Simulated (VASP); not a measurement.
Set up this calculation in VASP 6.6.1, as the native input.

| Item | Value |
| --- | --- |
| Task | single point |
| Functional | PBE |
| Potentials or basis | VASP PAW PBE potentials, release 64 (Sb, S) |
| Cutoff | 520 eV |
| k mesh | 6 × 6 × 6 |
| Occupations | gaussian, width 0.1 eV |
| Spin | no spin polarisation |
| Dipole correction | no |
| Further INCAR settings | ALGO = Normal; EDIFF = 1e-06; NBANDS = 15 |

The structure of Sb2S lies in POSCAR:

```
Sb2S
1.0
   -2.3919180600      2.3919180600      2.9642157300
    2.3919180600     -2.3919180600      2.9642157300
    2.3919180600      2.3919180600     -2.9642157300
Sb S
2 1
Direct
    0.2500000000      0.7500000000      0.5000000000
    0.7500000000      0.2500000000      0.5000000000
    0.0000000000      0.0000000000      0.0000000000
```

The input as run:

INCAR

```
SYSTEM = Sb2S
PREC = Accurate
ENCUT = 520
EDIFF = 1E-6
ISMEAR = 0
SIGMA = 0.1
LREAL = .FALSE.
LASPH = .TRUE.
NELM = 100
ALGO = Normal
ISIF = 2
LWAVE = .FALSE.
LCHARG = .TRUE.
GGA = PE
LELF = .TRUE.
LVHAR = .TRUE.
NBANDS = 15
```

KPOINTS

```
regular mesh
0
G
  6 6 6
  0 0 0
```

Potentials or basis: VASP PAW PBE potentials, release 64 (Sb, S).

The run is started by

```console
$ cat potpaw_PBE.64/Sb/POTCAR potpaw_PBE.64/S/POTCAR > POTCAR
$ mpirun -np 1 vasp_std > vasp.out
```

Results of the run:

```json
{
  "Pressure": "12.8 GPa",
  "Band gap on the k mesh": "zero (band 8 reaches 10.76 eV, above the bottom of band 9 at 6.54 eV)"
}
```

Caveat: spin-orbit coupling is left out, which moves the levels of the heavy elements.

It took 30 s on 1 thread of Intel(R) Xeon(R) Platinum 8259CL CPU @ 2.50GHz (Skylake/Cascade Lake) (shared host), peak memory 0.21 GiB.
